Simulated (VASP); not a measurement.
# Be5GeN2 (P3m1) in VASP: notebook

The runs below take Be5GeN2 through single point, with PBE.

All numbers are computed with VASP 6.6.1; they aren't measurements. Logs are shortened: lines on timing, memory, paths and dates and some standing lists are left out, and cuts for length are marked.

### 1 The cell of the first run

The structure is trigonal, space group P3m1 (No. 156). Conventional cell: a = 2.736 Å, b = 2.736 Å, c = 9.614 Å, α = 90.00°, β = 90.00°, γ = 120.00°. Be (site symmetry 3m) has 12 Be at 2.18 to 2.74 Å and 4 N at 2.28 to 2.77 Å within 2.9 Å. Be (site symmetry 3m) has 3 N at 1.76 Å and 6 Be at 2.18 to 2.21 Å within 2.3 Å. Within 2.4 Å of Be (site symmetry 3m) lie 3 N at 1.76 Å and 3 Be at 2.21 Å and 3 Ge at 2.36 Å. Within 2.4 Å of Be (site symmetry 3m) lie 3 N at 1.76 Å and 3 Be at 2.21 Å and 3 Ge at 2.36 Å. Be (site symmetry 3m) has 3 N at 1.76 Å and 6 Be at 2.18 to 2.21 Å within 2.3 Å. Within 3.1 Å of Ge (site symmetry 3m) lie 6 Be at 2.36 Å and 6 Ge at 2.74 Å and 6 N at 2.98 Å. Within 2.3 Å of N (site symmetry 3m) lie 6 Be at 1.76 Å. Within 2.3 Å of N (site symmetry 3m) lie 7 Be at 1.76 to 2.28 Å.

### 2 Single point, PBE

The input, INCAR:

```
SYSTEM = Be5GeN2
  PREC = Accurate
  ENCUT = 520
  EDIFF = 1E-7
  ISMEAR = 0
  SIGMA = 0.1
  LREAL = .FALSE.
  LASPH = .TRUE.
  NELM = 100
  ALGO = Normal
  ISIF = 2
  LWAVE = .FALSE.
  LCHARG = .FALSE.
  GGA = PE
  NBANDS = 27
```

The input, KPOINTS:

```
Automatic mesh
0
G
  6 6 2
  0 0 0
```

The input, POSCAR:

```
Be5GeN2
1.0
    2.7356667200      0.0000000000      0.0000000000
   -1.3678333600      2.3691568700      0.0000000000
    0.0000000000      0.0000000000      9.6138902300
Be Ge N
5 1 2
Direct
    0.0000000000      0.0000000000      0.0000000000
    0.3333333300      0.6666666700      0.1565044600
    0.0000000000      0.0000000000      0.3173842900
    0.6666666700      0.3333333300      0.6826157100
    0.3333333300      0.6666666700      0.8434955400
    0.3333333300      0.6666666700      0.5000000000
    0.6666666700      0.3333333300      0.2369443700
    0.0000000000      0.0000000000      0.7630556300
```

Potentials or basis: VASP PAW PBE potentials, release 64 (Be, Ge_d, N).

Command:

```bash
$ cat potpaw_PBE.64/Be/POTCAR potpaw_PBE.64/Ge_d/POTCAR potpaw_PBE.64/N/POTCAR > POTCAR
$ mpirun -np 1 vasp_std > vasp.out
```

OUTCAR:

```text
SYSTEM = Be5GeN2
   PREC = Accurate
   ENCUT = 520
   EDIFF = 1E-7
   ISMEAR = 0
   LREAL = .FALSE.
   LASPH = .TRUE.
   NELM = 100
   ISIF = 2
   GGA = PE

 ion  position               nearest neighbor table
   1  0.000  0.000  0.000-   2 2.18   5 2.18   2 2.18   5 2.18   2 2.18   5 2.18
   2  0.333  0.667  0.157-   7 1.76   7 1.76   7 1.76   1 2.18   1 2.18   1 2.18   3 2.21   3 2.21
                             3 2.21
   3  0.000  0.000  0.317-   7 1.76   7 1.76   7 1.76   2 2.21   2 2.21   2 2.21   6 2.36   6 2.36
                             6 2.36
   4  0.667  0.333  0.683-   8 1.76   8 1.76   8 1.76   5 2.21   5 2.21   5 2.21   6 2.36   6 2.36
                             6 2.36
   5  0.333  0.667  0.843-   8 1.76   8 1.76   8 1.76   1 2.18   1 2.18   1 2.18   4 2.21   4 2.21
                             4 2.21
   6  0.333  0.667  0.500-   4 2.36   3 2.36   4 2.36   3 2.36   3 2.36   4 2.36
   7  0.667  0.333  0.237-   2 1.76   2 1.76   3 1.76   2 1.76   3 1.76   3 1.76
   8  0.000  0.000  0.763-   5 1.76   5 1.76   5 1.76   4 1.76   4 1.76   4 1.76

  LATTYP: Found a hexagonal cell.
 ALAT       =     2.7356667200
 C/A-ratio  =     3.5142768524

  Lattice vectors:

 A1 = (   2.7356667200,   0.0000000000,   0.0000000000)
 A2 = (  -1.3678333600,   2.3691568700,   0.0000000000)
 A3 = (   0.0000000000,   0.0000000000,   9.6138902300)

Analysis of symmetry for initial positions (statically):
=====================================================================
 Subroutine PRICEL returns:
 Original cell was already a primitive cell.

 Routine SETGRP: Setting up the symmetry group for a
 hexagonal supercell.

 Subroutine GETGRP returns: Found  6 space group operations
 (whereof  6 operations were pure point group operations)
 out of a pool of 24 trial point group operations.

The static configuration has the point symmetry C_3v.

Analysis of symmetry for dynamics (positions and initial velocities):
=====================================================================
 Subroutine PRICEL returns:
 Original cell was already a primitive cell.

 Routine SETGRP: Setting up the symmetry group for a
 hexagonal supercell.

 Subroutine GETGRP returns: Found  6 space group operations
 (whereof  6 operations were pure point group operations)
 out of a pool of 24 trial point group operations.

The dynamic configuration has the point symmetry C_3v.

 Subroutine INISYM returns: Found  6 space group operations
 (whereof  6 operations are pure point group operations),
 and found     1 'primitive' translations

[... 102 lines left out ...]
   ISYM   =      2    0-nonsym 1-usesym 2-fastsym
   POTIM  = 0.5000    time-step for ionic-motion
   TEBEG  =    0.0;   TEEND  =   0.0 temperature during run
   PSTRESS=    0.0 pullay stress
   NELECT =      34.0000    total number of electrons
   NUPDOWN=      -1.0000    fix difference up-down
   EMIN   =  10.00;   EMAX   =-10.00  energy-range for DOS
   EFERMI =   0.00;   METHOD = LEGACY
   ISMEAR =     0;   SIGMA  =   0.10  broadening in eV -4-tet -1-fermi 0-gaus
   EFERMI_NEDOS =   21; number of points for ismear=-14 and -15
   IALGO  =     38    algorithm
   IMIX   =      4    mixing-type and parameters
     AMIX     =   0.40;   BMIX     =  1.00
     AMIX_MAG =   1.60;   BMIX_MAG =  1.00
  volume/ion in A,a.u.               =       7.79        52.56
  Fermi-wavevector in a.u.,A,eV,Ry     =   1.337773  2.528024 24.349483  1.789637
  Thomas-Fermi vector in A             =   2.466295
   LORBIT       =      0    0 simple, 1 ext, 2 COOP (PROOUT), +10 PAW based schemes
   GGA     = PE    functional components
   LHFCALC =     F    Hartree Fock is set to
   AEXX    =    0.0000 exact exchange contribution
   IVDW    =     0    specifies the selected vdW correction
   LEPSILON=     F    determine dielectric tensor
   LRPA    =     F    only Hartree local field effects (RPA)
 non-spin polarized calculation
 Gauss-broadening in eV      SIGMA  =   0.10
  energy-cutoff  :      520.00
  volume of cell :       62.31
 maximum number of plane-waves:      1698
   NGX = 11   NGY = 11   NGZ = 35

 number of electron      33.9999996 magnetization

 Free energy of the ion-electron system (eV)
  ---------------------------------------------------
  ext. energy  EPLUGINS =         0.00000000
  ---------------------------------------------------
  free energy    TOTEN  =       -40.60605135 eV

  energy without entropy =      -40.59498446  energy(sigma->0) =      -40.60051791

 E-fermi :   8.9676     XC(G=0): -11.7011

 val. band max:        8.9622971279   @ k =   0.3333   0.1667   0.0000
 cond. band min:       9.0056207545   @ k =   0.3333   0.3333   0.0000
 fundamental gap:      0.0433236266
 Fermi energy:         8.9676135450

 k-point     1 :       0.0000    0.0000    0.0000
  band No.  band energies     occupation
      1     -15.9414      2.00000
      2     -15.9414      2.00000
      3     -15.8886      2.00000
      4     -15.7668      2.00000
      5     -15.7668      2.00000
      6     -10.0195      2.00000
[... 409 lines left out ...]
     26      18.0865      0.00000
     27      20.2155      0.00000

------------------------ aborting loop because EDIFF is reached ----------------------------------------

  FORCE on cell =-STRESS in cart. coord.  units (eV):
  Direction    XX          YY          ZZ          XY          YZ          ZX
  --------------------------------------------------------------------------------------
  -------------------------------------------------------------------------------------
  Total        4.5489225      4.5489225     12.2624601      0.0000000     -0.0000000      0.0000000
  in kB      116.9668943    116.9668937    315.3058475      0.0000000     -0.0000000      0.0000000
  external PRESSURE =     183.0798785 kB  Pullay stress =       0.0000000 kB

 VOLUME and BASIS-vectors are now :
 -----------------------------------------------------------------------------
  energy-cutoff  :      520.00
  volume of cell :       62.31
      direct lattice vectors                 reciprocal lattice vectors
     2.735666720  0.000000000  0.000000000     0.365541604  0.211045544  0.000000000
    -1.367833360  2.369156870  0.000000000     0.000000000  0.422091088  0.000000000
     0.000000000  0.000000000  9.613890230     0.000000000  0.000000000  0.104016166

 POSITION                                       TOTAL-FORCE (eV/Angst)
 -----------------------------------------------------------------------------------
      0.00000      0.00000      0.00000        -0.000000      0.000000     -1.249547
     -0.00000      1.57944      1.50462         0.000000      0.000000      0.746863
      0.00000      0.00000      3.05130        -0.000000      0.000000     -0.686266
      1.36783      0.78972      6.56259        -0.000000      0.000000      0.510852
     -0.00000      1.57944      8.10927        -0.000000      0.000000     -0.394057
     -0.00000      1.57944      4.80695         0.000000     -0.000000     -0.061943
      1.36783      0.78972      2.27796        -0.000000     -0.000000     -1.231172
      0.00000      0.00000      7.33593        -0.000000      0.000000      2.365270
 -----------------------------------------------------------------------------------
    total drift:                               -0.000004      0.000002     -0.000085

  FREE ENERGIE OF THE ION-ELECTRON SYSTEM (eV)
  ---------------------------------------------------
  free  energy   TOTEN  =       -40.6060513549 eV

  energy  without entropy=      -40.5949844558  energy(sigma->0) =      -40.60051791
```

OSZICAR:

```text
N       E                     dE             d eps       ncg     rms          rms(c)
DAV:   1     0.252023435064E+03    0.25202E+03   -0.15855E+04   982   0.242E+03
DAV:   2    -0.274006979267E+01   -0.25476E+03   -0.23617E+03   829   0.676E+02
DAV:   3    -0.419651677757E+02   -0.39225E+02   -0.38263E+02   963   0.144E+02
DAV:   4    -0.435897655892E+02   -0.16246E+01   -0.16197E+01   960   0.331E+01
DAV:   5    -0.436207147952E+02   -0.30949E-01   -0.30921E-01   960   0.498E+00    0.972E+00
DAV:   6    -0.406069482391E+02    0.30138E+01   -0.92026E+00  1058   0.206E+01    0.389E+00
DAV:   7    -0.406476310286E+02   -0.40683E-01   -0.15046E+00   888   0.634E+00    0.268E+00
DAV:   8    -0.406193157270E+02    0.28315E-01   -0.18754E-01   976   0.193E+00    0.136E+00
DAV:   9    -0.406097494581E+02    0.95663E-02   -0.92604E-02   962   0.158E+00    0.450E-01
DAV:  10    -0.406059590785E+02    0.37904E-02   -0.12023E-02   965   0.711E-01    0.160E-01
DAV:  11    -0.406060582036E+02   -0.99125E-04   -0.29182E-03   896   0.282E-01    0.725E-02
DAV:  12    -0.406060614432E+02   -0.32396E-05   -0.79542E-05   941   0.739E-02    0.304E-02
DAV:  13    -0.406060519904E+02    0.94527E-05   -0.32211E-05   936   0.319E-02    0.111E-02
DAV:  14    -0.406060513827E+02    0.60769E-06   -0.65298E-06   890   0.152E-02    0.289E-03
DAV:  15    -0.406060513549E+02    0.27852E-07   -0.44009E-07   944   0.446E-03
   1 F= -.40606051E+02 E0= -.40600518E+02  d E =-.110669E-01
```

stdout:

```text
POSCAR found type information on POSCAR BeGeN
 POSCAR found :  3 types and       8 ions
 scaLAPACK will be used
 LDA part: xc-table for (Slater+PW92), standard interpolation
 POSCAR, INCAR and KPOINTS ok, starting setup
 FFT: planning ... GRIDC
 FFT: planning ... GRID_SOFT
 FFT: planning ... GRID
 WAVECAR not read
 entering main loop
```

Run time: 27 s. Hardware: 1 thread of Intel Xeon Platinum 8259CL at 2.50GHz (Skylake/Cascade Lake), shared host; peak memory 0.18 GiB.

Results:

```yaml
Free_energy: -40.6061 eV
Pressure: 18.3 GPa
Largest_force: 2.365 eV/Å
Band_gap_on_the_k_mesh: zero (bands 17 and 18 overlap by 2.14 eV)
```

Forces in eV/Å, atoms in the order of the input:
```
Be   0.000  0.000 -1.250
Be   0.000  0.000  0.747
Be   0.000  0.000 -0.686
Be   0.000  0.000  0.511
Be   0.000  0.000 -0.394
Ge   0.000  0.000 -0.062
N    0.000  0.000 -1.231
N    0.000  0.000  2.365
```

Stress tensor (GPa, compression positive):
```
11.70  0.00  0.00
 0.00 11.70  0.00
 0.00  0.00 31.53
```

Caveat: the k points lie up to 0.44 Å⁻¹ apart, too coarse for converged energies and pressures of a metal; forces of over 1 eV/Å act on the atoms, so gaps and moduli don't describe the material at rest.

### 3 Single point, PBE

This run uses another cell than the first one, of 9.24 Å³/atom.

The input, INCAR:

```
PREC = Accurate
ENCUT = 520
EDIFF = 1E-6
ISMEAR = 0
SIGMA = 0.1
LREAL = F
LASPH = T
NELM = 80
ALGO = Normal
ISIF = 2
LWAVE = F
LCHARG = F
GGA = PE
NBANDS = 27
```

The input, KPOINTS:

```
Automatic mesh
0
Gamma
  6 6 2
```

The input, POSCAR:

```
Be5GeN2
1.0
    2.6836748926      0.0000000000      0.0000000000
   -1.3418374463      2.3241306325      0.0000000000
    0.0000000000      0.0000000000     11.8543742805
Be Ge N
5 1 2
Direct
    0.0000000000      0.0000000000     -0.0071518398
    0.3333333333      0.6666666667      0.1768694040
    0.0000000000      0.0000000000      0.3092078442
    0.6666666667      0.3333333333      0.6919378920
    0.3333333333      0.6666666667      0.8251600999
    0.3333333333      0.6666666667      0.5013368171
    0.6666666667      0.3333333333      0.2418492761
    0.0000000000      0.0000000000      0.7607905064
```

Potentials or basis: VASP PAW PBE potentials, release 64 (Be, Ge_d, N).

Command:

```bash
$ cat potpaw_PBE.64/Be/POTCAR potpaw_PBE.64/Ge_d/POTCAR potpaw_PBE.64/N/POTCAR > POTCAR
$ mpirun -np 1 vasp_std > vasp.out
```

OUTCAR:

```text
PREC = Accurate
   ENCUT = 520
   EDIFF = 1E-6
   ISMEAR = 0
   LREAL = F
   LASPH = T
   NELM = 80
   ISIF = 2
   GGA = PE

 ion  position               nearest neighbor table
   1  0.000  0.000  0.993-
   2  0.333  0.667  0.177-   7 1.73   7 1.73   7 1.73   3 2.20   3 2.20   3 2.20
   3  0.000  0.000  0.309-   7 1.74   7 1.74   7 1.74   2 2.20   2 2.20   2 2.20
   4  0.667  0.333  0.692-   8 1.75   8 1.75   8 1.75   5 2.21   5 2.21   5 2.21
   5  0.333  0.667  0.825-   8 1.73   8 1.73   8 1.73   4 2.21   4 2.21   4 2.21
   6  0.333  0.667  0.501-
   7  0.667  0.333  0.242-   2 1.73   2 1.73   2 1.73   3 1.74   3 1.74   3 1.74
   8  0.000  0.000  0.761-   5 1.73   5 1.73   5 1.73   4 1.75   4 1.75   4 1.75

  LATTYP: Found a hexagonal cell.
 ALAT       =     2.6836748926
 C/A-ratio  =     4.4172169711

  Lattice vectors:

 A1 = (   2.6836748926,   0.0000000000,   0.0000000000)
 A2 = (  -1.3418374463,   2.3241306325,   0.0000000000)
 A3 = (   0.0000000000,   0.0000000000,  11.8543742805)

[... 179 lines left out ...]
 cond. band min:       6.7590165722   @ k =   0.3333   0.0000   0.5000
 fundamental gap:      0.1857376135
 Fermi energy:         6.7503477568

 k-point     1 :       0.0000    0.0000    0.0000
  band No.  band energies     occupation
      1     -17.7485      2.00000
      2     -17.7485      2.00000
      3     -17.6665      2.00000
      4     -17.5161      2.00000
      5     -17.5161      2.00000
      6     -11.4232      2.00000
[... 409 lines left out ...]
     26      13.6267      0.00000
     27      15.0777      0.00000

------------------------ aborting loop because EDIFF is reached ----------------------------------------

  FORCE on cell =-STRESS in cart. coord.  units (eV):
  Direction    XX          YY          ZZ          XY          YZ          ZX
  --------------------------------------------------------------------------------------
  -------------------------------------------------------------------------------------
  Total        0.2207947      0.2207947      0.1169591      0.0000000      0.0000000      0.0000000
  in kB        4.7844293      4.7844293      2.5344023      0.0000000      0.0000000      0.0000000
  external PRESSURE =       4.0344203 kB  Pullay stress =       0.0000000 kB

 VOLUME and BASIS-vectors are now :
 -----------------------------------------------------------------------------
  energy-cutoff  :      520.00
  volume of cell :       73.94
      direct lattice vectors                 reciprocal lattice vectors
     2.683674893  0.000000000  0.000000000     0.372623377  0.215134207  0.000000000
    -1.341837446  2.324130633  0.000000000     0.000000000  0.430268413  0.000000000
     0.000000000  0.000000000 11.854374281     0.000000000  0.000000000  0.084357046

 POSITION                                       TOTAL-FORCE (eV/Angst)
 -----------------------------------------------------------------------------------
      0.00000      0.00000     11.76959        -0.000000      0.000000     -0.008834
     -0.00000      1.54942      2.09668        -0.000000      0.000000     -0.035705
      0.00000      0.00000      3.66547         0.000000      0.000000      0.034741
      1.34184      0.77471      8.20249        -0.000000      0.000000     -0.043208
     -0.00000      1.54942      9.78176        -0.000000      0.000000      0.039468
     -0.00000      1.54942      5.94303         0.000000     -0.000000      0.004012
      1.34184      0.77471      2.86697        -0.000000      0.000000      0.011841
      0.00000      0.00000      9.01870        -0.000000     -0.000000     -0.002315
 -----------------------------------------------------------------------------------
    total drift:                                0.000002     -0.000002     -0.000799

  FREE ENERGIE OF THE ION-ELECTRON SYSTEM (eV)
  ---------------------------------------------------
  free  energy   TOTEN  =       -42.2359368782 eV

  energy  without entropy=      -42.2298358002  energy(sigma->0) =      -42.23288634
```

It took 30 s on 1 thread of Intel Xeon Platinum 8259CL at 2.50GHz (Skylake/Cascade Lake), shared host; peak memory 0.19 GiB.

Results:

* Free energy: -42.2359 eV
* Pressure: 0.4 GPa
* Largest force: 0.043 eV/Å
* Band gap on the k mesh: zero (bands 17 and 18 overlap by 0.32 eV)

Forces in eV/Å, atoms in the order of the input:
```
Be   0.000  0.000 -0.009
Be   0.000  0.000 -0.036
Be   0.000  0.000  0.035
Be   0.000  0.000 -0.043
Be   0.000  0.000  0.039
Ge   0.000  0.000  0.004
N    0.000  0.000  0.012
N    0.000  0.000 -0.002
```

Levels at points of the mesh, in eV from the Fermi level:
```csv
k point,band 14,band 15,band 16,band 17,band 18,band 19,band 20,band 21
"(0.00, 0.00, 0.00)",-1.98,-1.85,-1.85,-0.74,2.26,6.46,7.73,7.89
"(0.50, 0.00, 0.00)",-4.28,-4.16,-2.64,-0.91,0.50,1.65,2.26,2.69
"(0.00, 0.00, 0.50)",-1.98,-1.98,-1.85,-1.85,3.18,5.70,7.75,7.90
"(0.50, 0.00, 0.50)",-4.28,-4.16,-2.59,-0.52,-0.18,1.32,2.73,3.39
```

Caveat: the k points lie up to 0.45 Å⁻¹ apart.
